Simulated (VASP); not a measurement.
# PbS (Galena) (Fm-3m) in VASP: further runs

The runs below take PbS (Galena) through single point, relaxation of cell and atoms, with PBE.

Program: VASP 6.6.1. These are calculated values, not measurements. Logs are shortened: lines on timing, memory, paths and dates and some standing lists are left out, and cuts for length are marked.

### Step 1. The cell of the first run

It takes space group Fm-3m (No. 225, cubic). Conventional cell: a = 6.008 Å, b = 6.008 Å, c = 6.008 Å, α = 90.00°, β = 90.00°, γ = 90.00°. Pb (site symmetry m-3m) has 6 S at 3.00 Å within 4.0 Å. S (site symmetry m-3m) has 6 Pb at 3.00 Å within 4.0 Å.

### Step 2. Single point, PBE

Contents of INCAR:

```
PREC = Accurate ; ENCUT = 520
EDIFF = 1E-6 ; ISMEAR = 0
SIGMA = 0.01 ; LREAL = F
LASPH = T ; NELM = 80
ALGO = Normal ; ISIF = 2
LWAVE = F ; LCHARG = F
GGA = PE ; NBANDS = 17
```

Contents of KPOINTS:

```
Automatic mesh
0
Gamma
  6 6 6
```

Contents of POSCAR:

```
PbS
1.0
    0.0000000000      3.0039505011      3.0039505011
    3.0039505011      0.0000000000      3.0039505011
    3.0039505011      3.0039505011      0.0000000000
Pb S
1 1
Direct
    0.0000000000      0.0000000000      0.0000000000
    0.5000000000      0.5000000000      0.5000000000
```

Potentials or basis: VASP PAW PBE potentials, release 64 (Pb_d, S).

Launch:

```
$ cat potpaw_PBE.64/Pb_d/POTCAR potpaw_PBE.64/S/POTCAR > POTCAR
$ mpirun -np 1 vasp_std > vasp.out
```

OUTCAR:

```text
PREC = Accurate
   ENCUT = 520
   EDIFF = 1E-6
   ISMEAR = 0
   LREAL = F
   LASPH = T
   NELM = 80
   ISIF = 2
   GGA = PE

 ion  position               nearest neighbor table
   1  0.000  0.000  0.000-   2 3.00   2 3.00   2 3.00   2 3.00   2 3.00   2 3.00
   2  0.500  0.500  0.500-   1 3.00   1 3.00   1 3.00   1 3.00   1 3.00   1 3.00

  LATTYP: Found a face centered cubic cell.
 ALAT       =     6.0079010022

  Lattice vectors:

 A1 = (   0.0000000000,   3.0039505011,   3.0039505011)
 A2 = (   3.0039505011,   0.0000000000,   3.0039505011)
 A3 = (   3.0039505011,   3.0039505011,   0.0000000000)

Analysis of symmetry for initial positions (statically):
=====================================================================
 Subroutine PRICEL returns:
 Original cell was already a primitive cell.

 Routine SETGRP: Setting up the symmetry group for a
 face centered cubic supercell.

 Subroutine GETGRP returns: Found 48 space group operations
 (whereof 48 operations were pure point group operations)
 out of a pool of 48 trial point group operations.

The static configuration has the point symmetry O_h .

Analysis of symmetry for dynamics (positions and initial velocities):
=====================================================================
 Subroutine PRICEL returns:
 Original cell was already a primitive cell.

 Routine SETGRP: Setting up the symmetry group for a
 face centered cubic supercell.

 Subroutine GETGRP returns: Found 48 space group operations
 (whereof 48 operations were pure point group operations)
 out of a pool of 48 trial point group operations.

The dynamic configuration has the point symmetry O_h .

 Subroutine INISYM returns: Found 48 space group operations
 (whereof 48 operations are pure point group operations),
 and found     1 'primitive' translations

----------------------------------------------------------------------------------------

                                     Primitive cell

  volume of cell :      54.2136

  direct lattice vectors                    reciprocal lattice vectors
     0.000000000  3.003950501  3.003950501    -0.166447483  0.166447483  0.166447483
     3.003950501  0.000000000  3.003950501     0.166447483 -0.166447483  0.166447483
     3.003950501  3.003950501  0.000000000     0.166447483  0.166447483 -0.166447483

  length of vectors
     4.248227539  4.248227539  4.248227539     0.288295497  0.288295497  0.288295497

  position of ions in fractional coordinates (direct lattice)
     0.000000000  0.000000000  0.000000000
     0.500000000  0.500000000  0.500000000

  ion indices of the primitive-cell ions
   primitive index   ion index
                 1           1
                 2           2

----------------------------------------------------------------------------------------

 KPOINTS: Automatic mesh

Automatic generation of k-mesh.
 Grid dimensions read from file:
 generate k-points for:    6    6    6

 Generating k-lattice:

  Cartesian coordinates                     Fractional coordinates (reciprocal lattice)
    -0.027741247  0.027741247  0.027741247     0.166666667  0.000000000  0.000000000
     0.027741247 -0.027741247  0.027741247     0.000000000  0.166666667  0.000000000
     0.027741247  0.027741247 -0.027741247     0.000000000  0.000000000  0.166666667

  Length of vectors
     0.048049250  0.048049250  0.048049250

  Shift w.r.t. Gamma in fractional coordinates (k-lattice)
     0.000000000  0.000000000  0.000000000

 Subroutine IBZKPT returns following result:
 ===========================================

 Found     16 irreducible k-points:

 Following reciprocal coordinates:
            Coordinates               Weight
  0.000000  0.000000  0.000000      1.000000
  0.166667  0.000000  0.000000      8.000000
  0.333333  0.000000  0.000000      8.000000
  0.500000  0.000000  0.000000      4.000000
  0.166667  0.166667  0.000000      6.000000
  0.333333  0.166667  0.000000     24.000000
[... 8 lines left out ...]
 -0.333333  0.333333  0.166667     24.000000
 -0.333333  0.500000  0.166667     12.000000
   k-points           NKPTS =     16   k-points in BZ     NKDIM =     16   number of bands    NBANDS=     17
   number of dos      NEDOS =    301   number of ions     NIONS =      2
   total plane-waves  NPLWV =  32768
   dimension x,y,z NGX =    32 NGY =   32 NGZ =   32
   dimension x,y,z NGXF=    64 NGYF=   64 NGZF=   64
   ions per type =               1   1
   NGX,Y,Z   is equivalent  to a cutoff of  12.52, 12.52, 12.52 a.u.
   NGXF,Y,Z  is equivalent  to a cutoff of  25.05, 25.05, 25.05 a.u.
 SYSTEM =  unknown system
   PREC   = accura    normal or accurate (medium, high low for compatibility)
   ISTART =      0    job   : 0-new  1-cont  2-samecut
   ICHARG =      2    charge: 1-file 2-atom 10-const
   ISPIN  =      1    spin polarized calculation?
   LNONCOLLINEAR =      F non collinear calculations
   LSORBIT =      F    spin-orbit coupling
   LASPH  =      T    aspherical Exc in radial PAW
   ENCUT  =  520.0 eV  38.22 Ry    6.18 a.u.   7.90  7.90  7.90*2*pi/ulx,y,z
   NELM   =     80;   NELMIN=  2; NELMDL= -5     # of ELM steps
   EDIFF  = 0.1E-05   stopping-criterion for ELM
   LREAL  =      F    real-space projection
   EDIFFG = 0.1E-04   stopping-criterion for IOM
   NSW    =      0    number of steps for IOM
   IBRION =     -1    ionic relax: 0-MD 1-quasi-New 2-CG
   NFREE  =      0    steps in history (QN), initial steepest desc. (CG)
   ISIF   =      2    stress and relaxation
   ISYM   =      2    0-nonsym 1-usesym 2-fastsym
   POTIM  = 0.5000    time-step for ionic-motion
   TEBEG  =    0.0;   TEEND  =   0.0 temperature during run
   PSTRESS=    0.0 pullay stress
   NELECT =      20.0000    total number of electrons
   NUPDOWN=      -1.0000    fix difference up-down
   EMIN   =  10.00;   EMAX   =-10.00  energy-range for DOS
   EFERMI =   0.00;   METHOD = LEGACY
   ISMEAR =     0;   SIGMA  =   0.01  broadening in eV -4-tet -1-fermi 0-gaus
   EFERMI_NEDOS =   21; number of points for ismear=-14 and -15
   IALGO  =     38    algorithm
   IMIX   =      4    mixing-type and parameters
     AMIX     =   0.40;   BMIX     =  1.00
     AMIX_MAG =   1.60;   BMIX_MAG =  1.00
  volume/ion in A,a.u.               =      27.11       182.93
  Fermi-wavevector in a.u.,A,eV,Ry     =   1.174128  2.218780 18.756668  1.378576
  Thomas-Fermi vector in A             =   2.310530
   LORBIT       =      0    0 simple, 1 ext, 2 COOP (PROOUT), +10 PAW based schemes
   GGA     = PE    functional components
   LHFCALC =     F    Hartree Fock is set to
   AEXX    =    0.0000 exact exchange contribution
   IVDW    =     0    specifies the selected vdW correction
   LEPSILON=     F    determine dielectric tensor
   LRPA    =     F    only Hartree local field effects (RPA)
 non-spin polarized calculation
 Gauss-broadening in eV      SIGMA  =   0.01
  energy-cutoff  :      520.00
  volume of cell :       54.21
 maximum number of plane-waves:      1476
   NGX = 15   NGY = 15   NGZ = 15

 number of electron      20.0000003 magnetization

 Free energy of the ion-electron system (eV)
  ---------------------------------------------------
  ext. energy  EPLUGINS =         0.00000000
  ---------------------------------------------------
  free energy    TOTEN  =        -8.77117783 eV

  energy without entropy =       -8.77117783  energy(sigma->0) =       -8.77117783

 E-fermi :   5.3310     XC(G=0):  -9.5036

 val. band max:        5.2859779081   @ k =   0.5000   0.0000   0.0000
 cond. band min:       5.7847260013   @ k =   0.5000   0.0000   0.0000
 fundamental gap:      0.4987480933
 Fermi energy:         5.3309681243

 k-point     1 :       0.0000    0.0000    0.0000
  band No.  band energies     occupation
      1     -11.4400      2.00000
      2     -11.4400      2.00000
      3     -11.4400      2.00000
      4     -11.4227      2.00000
      5     -11.4227      2.00000
      6      -7.9340      2.00000
[... 9 lines left out ...]
     16      12.1521      0.00000
     17      14.0908      0.00000

 k-point     2 :       0.1667    0.0000    0.0000
  band No.  band energies     occupation
      1     -11.4388      2.00000
      2     -11.4368      2.00000
      3     -11.4368      2.00000
      4     -11.4224      2.00000
      5     -11.4224      2.00000
      6      -7.7150      2.00000
[... 9 lines left out ...]
     16      12.7367      0.00000
     17      15.7891      0.00000

 k-point     3 :       0.3333    0.0000    0.0000
  band No.  band energies     occupation
      1     -11.4460      2.00000
      2     -11.4460      2.00000
      3     -11.4370      2.00000
      4     -11.4063      2.00000
      5     -11.4063      2.00000
      6      -7.1651      2.00000
[... 9 lines left out ...]
     16      14.1199      0.00000
     17      17.3785      0.00000

 k-point     4 :       0.5000    0.0000    0.0000
  band No.  band energies     occupation
      1     -11.4520      2.00000
      2     -11.4520      2.00000
      3     -11.4364      2.00000
      4     -11.3969      2.00000
      5     -11.3969      2.00000
      6      -6.7863      2.00000
[... 9 lines left out ...]
     16      15.5091      0.00000
     17      15.7958      0.00000
[... 183 lines left out ...]
      1     -11.4867      2.00000
      2     -11.4404      2.00000
      3     -11.4277      2.00000
      4     -11.4036      2.00000
      5     -11.4017      2.00000
      6      -6.7486      2.00000
[... 9 lines left out ...]
     16      15.9286      0.00000
     17      16.2013      0.00000

 k-point    15 :      -0.3333    0.3333    0.1667
  band No.  band energies     occupation
      1     -11.4954      2.00000
      2     -11.4328      2.00000
      3     -11.4204      2.00000
      4     -11.4203      2.00000
      5     -11.3936      2.00000
      6      -6.4853      2.00000
[... 9 lines left out ...]
     16      16.7305      0.00000
     17      17.0342      0.00000

 k-point    16 :      -0.3333    0.5000    0.1667
  band No.  band energies     occupation
      1     -11.5224      2.00000
      2     -11.4437      2.00000
      3     -11.4144      2.00000
      4     -11.4068      2.00000
      5     -11.3875      2.00000
      6      -6.3877      2.00000
[... 9 lines left out ...]
     16      17.0545      0.00000
     17      17.6085      0.00000

------------------------ aborting loop because EDIFF is reached ----------------------------------------

  FORCE on cell =-STRESS in cart. coord.  units (eV):
  Direction    XX          YY          ZZ          XY          YZ          ZX
  --------------------------------------------------------------------------------------
  -------------------------------------------------------------------------------------
  Total       -0.0216757     -0.0216757     -0.0216757     -0.0000000      0.0000000      0.0000000
  in kB       -0.6405828     -0.6405828     -0.6405828     -0.0000000      0.0000000      0.0000000
  external PRESSURE =      -0.6405828 kB  Pullay stress =       0.0000000 kB

 VOLUME and BASIS-vectors are now :
 -----------------------------------------------------------------------------
  energy-cutoff  :      520.00
  volume of cell :       54.21
      direct lattice vectors                 reciprocal lattice vectors
     0.000000000  3.003950501  3.003950501    -0.166447483  0.166447483  0.166447483
     3.003950501  0.000000000  3.003950501     0.166447483 -0.166447483  0.166447483
     3.003950501  3.003950501  0.000000000     0.166447483  0.166447483 -0.166447483

 POSITION                                       TOTAL-FORCE (eV/Angst)
 -----------------------------------------------------------------------------------
      0.00000      0.00000      0.00000        -0.000000      0.000000     -0.000000
      3.00395      3.00395      3.00395         0.000000     -0.000000      0.000000
 -----------------------------------------------------------------------------------
    total drift:                                0.000000     -0.000000     -0.000000

  FREE ENERGIE OF THE ION-ELECTRON SYSTEM (eV)
  ---------------------------------------------------
  free  energy   TOTEN  =        -8.7711778301 eV

  energy  without entropy=       -8.7711778301  energy(sigma->0) =       -8.77117783
```

It took 27 s on 1 thread of AMD EPYC 7R13, shared host; peak memory 0.14 GiB.

What came out:

```yaml
Free_energy: -8.7712 eV
Pressure: -0.1 GPa
Band_gap_on_the_k_mesh: 0.50 eV, direct
```

Caveat: spin-orbit coupling is left out, which moves the levels of the heavy elements. A k mesh can miss the band edges.

### Step 3. Relaxation of cell and atoms, PBE

This run uses another cell than the first one, of 26.09 Å³/atom, 0.962 times its volume.

Contents of INCAR:

```
SYSTEM = PbS
ALGO = Normal ; EDIFF = 1E-6
EDIFFG = -0.01 ; ENCUT = 600
GGA = PE ; IBRION = 2
ISIF = 3 ; ISMEAR = 0
LASPH = .TRUE. ; LCHARG = .FALSE.
LREAL = .FALSE. ; LWAVE = .FALSE.
NELM = 80 ; NSW = 80
PREC = Accurate ; SIGMA = 0.01
```

Contents of KPOINTS:

```
k-points
0
G
  6 6 6
  0 0 0
```

Contents of POSCAR:

```
PbS
1.0
    0.0000000000      2.9657500000      2.9657500000
    2.9657500000      0.0000000000      2.9657500000
    2.9657500000      2.9657500000      0.0000000000
Pb S
1 1
Direct
    0.0000000000      0.0000000000      0.0000000000
    0.5000000000      0.5000000000      0.5000000000
```

Potentials or basis: VASP PAW PBE potentials, release 64 (Pb_d, S).

Launch:

```
$ cat potpaw_PBE.64/Pb_d/POTCAR potpaw_PBE.64/S/POTCAR > POTCAR
$ mpirun -np 1 vasp_std > vasp.out
```

It took 93 s on 1 thread of AMD EPYC 7R13, shared host; peak memory 0.18 GiB.

The run converged. Its results:

```yaml
Free_energy: -8.7711 eV
Relaxed_volume: 27.09 Å³/atom
Relaxed_cell: a = 4.248 Å, b = 4.248 Å, c = 4.248 Å, α = 60.00°, β = 60.00°, γ = 60.00°
Space_group_after_relaxing_to_0.05_Å: Fm-3m (No. 225)
Energy_gained_by_relaxing: 6.6 meV/atom
Ionic_steps: 3
Pressure_after_relaxing: 0.0 GPa
Band_gap_on_the_k_mesh: 0.50 eV, direct
```

The path:
```tsv
step	energy change (eV)	largest force (eV/Å)	pressure (GPa)	volume (Å³)
1	0.0000	0.0000	2.18	52.17
2	-0.0118	0.0000	-0.67	54.89
3	-0.0133	0.0000	0.00	54.19
```

Final structure:
```
Pb S
1.0
     0.00000    3.00347    3.00347
     3.00347    0.00000    3.00347
     3.00347    3.00347    0.00000
Pb S
1 1
Direct
  0.00000 0.00000 0.00000
  0.50000 0.50000 0.50000
```

Levels at points of the mesh, in eV from the valence-band top:
| k point | band 8 | band 9 | band 10 | band 11 | band 12 | band 13 |
| --- | --- | --- | --- | --- | --- | --- |
| (0.00, 0.00, 0.00) | -1.95 | -1.95 | -1.95 | 5.14 | 5.14 | 5.14 |
| (0.50, 0.00, 0.00) | -1.59 | -1.59 | 0.00 | 0.50 | 2.08 | 2.08 |
| (0.50, 0.50, 0.00) | -4.84 | -3.16 | -3.16 | 4.07 | 5.49 | 5.58 |

Caveat: spin-orbit coupling is left out, which moves the levels of the heavy elements. A k mesh can miss the band edges.
